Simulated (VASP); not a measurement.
## Rb: single point with PBEsol

Rb:

```
Rb
1.0
    -2.78241    2.78241    2.78241
     2.78241   -2.78241    2.78241
     2.78241    2.78241   -2.78241
Rb
1
Direct
  0.00000 0.00000 0.00000
```

| Quantity | Value |
| --- | --- |
| Program | VASP 6.6.1 |
| Task | single point |
| Functional | PBEsol |
| Potentials or basis | VASP PAW PBE potentials, release 64 (Rb_sv) |
| Cutoff | 520 eV |
| k mesh | 12 × 12 × 12 |
| Occupations | gaussian, width 0.1 eV |
| Spin | no spin polarisation |
| Dipole correction | no |
| Further INCAR settings | ALGO = Fast; EDIFF = 1e-06; NBANDS = 10 |

| Property | Result |
| --- | --- |
| Pressure | 0.0 GPa |

Levels at points of the mesh, in eV from the Fermi level:
```tsv
k point	band 1	band 2	band 3	band 4	band 5	band 6	band 7	band 8	band 9
(0.00, 0.00, 0.00)	-28.82	-12.86	-12.86	-12.86	-2.04	3.74	3.74	3.74	4.72
(0.50, 0.00, 0.00)	-28.81	-12.98	-12.90	-12.86	0.23	0.83	2.60	4.39	5.33
(0.50, 0.50, 0.50)	-28.81	-12.94	-12.94	-12.94	1.24	1.24	3.39	3.39	3.39
```

Wall time 17 s on 1 thread of Intel(R) Xeon(R) 6975P-C (Granite Rapids) (shared host), peak memory 0.23 GiB.

Caveat: the PAW data sets were made with another functional, which shifts forces and pressure a little.
